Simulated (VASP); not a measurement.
Write the native input for VASP 6.6.1 that does the following.

```yaml
Task: single point
Functional: PBE
Potentials_or_basis: VASP PAW PBE potentials, release 64 (O, Si, Ti_sv)
Cutoff: 520 eV
k_mesh: 3 × 3 × 2, shifted
Occupations: gaussian, width 0.1 eV
Spin: no spin polarisation
Dipole_correction: no
Further_INCAR_settings: LREAL = Auto; ALGO = Normal; EDIFF = 1e-06; NBANDS = 67; ISYM = 0
```

The structure of TiSi5O12 lies in POSCAR:

```
TiSi5O12
1.0
   -0.0193500513     -4.3029271456      2.7425842610
   -4.3030225668     -0.0193606308      2.7425679848
   -4.3290676437     -4.3289510635     -2.7528517480
O Si Ti
12 5 1
Direct
    0.2286032570      0.2286479607      0.4591940919
    0.5615059093      0.5616100283      0.1161351273
    0.8964060534      0.8964715319      0.8007858596
    0.1027422495      0.1028508183      0.2059168871
    0.4349609753      0.4350621706      0.8643448626
    0.7698106219      0.7699305625      0.5490045925
    0.6457676385      0.0467159191      0.1535772994
    0.9743637347      0.3570426628      0.8325617746
    0.2846958800      0.6856252667      0.5115263008
    0.0465914065      0.6458704906      0.1536302310
    0.3569740885      0.9744676143      0.8325697876
    0.6855678281      0.2848396095      0.5115340690
    0.3286753594      0.3287487370      0.6698989329
    0.0026857637      0.0027665484      0.9952873783
    0.3332764433      0.3334435683      0.1577336409
    0.6656875490      0.6657602343      0.8325698742
    0.9979865702      0.9981591870      0.5073975919
    0.6655833418      0.6658376131      0.3325865197
```

One way to write it, as run:

INCAR

```
SYSTEM = TiSi5O12
PREC = Accurate
ENCUT = 520
EDIFF = 1E-6
ISMEAR = 0
SIGMA = 0.1
LREAL = Auto
LASPH = .True.
NELM = 100
ALGO = Normal
ISIF = 2
LWAVE = .False.
LCHARG = .False.
GGA = PE
ISYM = 0
NBANDS = 67
```

KPOINTS

```
Automatic mesh
0
Gamma
  3 3 2
  0 0 0.5
```

Potentials or basis: VASP PAW PBE potentials, release 64 (O, Si, Ti_sv).

Command:

```bash
$ cat potpaw_PBE.64/O/POTCAR potpaw_PBE.64/Si/POTCAR potpaw_PBE.64/Ti_sv/POTCAR > POTCAR
$ mpirun -np 1 vasp_std > vasp.out
```

It gave:

The pressure is 0.2 GPa, the largest force is 0.043 eV/Å and the band gap on the k mesh is 2.04 eV (least direct gap 2.06 eV).

Caveat: the k points lie up to 0.51 Å⁻¹ apart; a shifted mesh leaves out Γ, where band edges can lie.

Wall time 2.4 min on 1 thread of Intel(R) Xeon(R) Platinum 8488C (Sapphire Rapids) (shared host), peak memory 0.28 GiB.
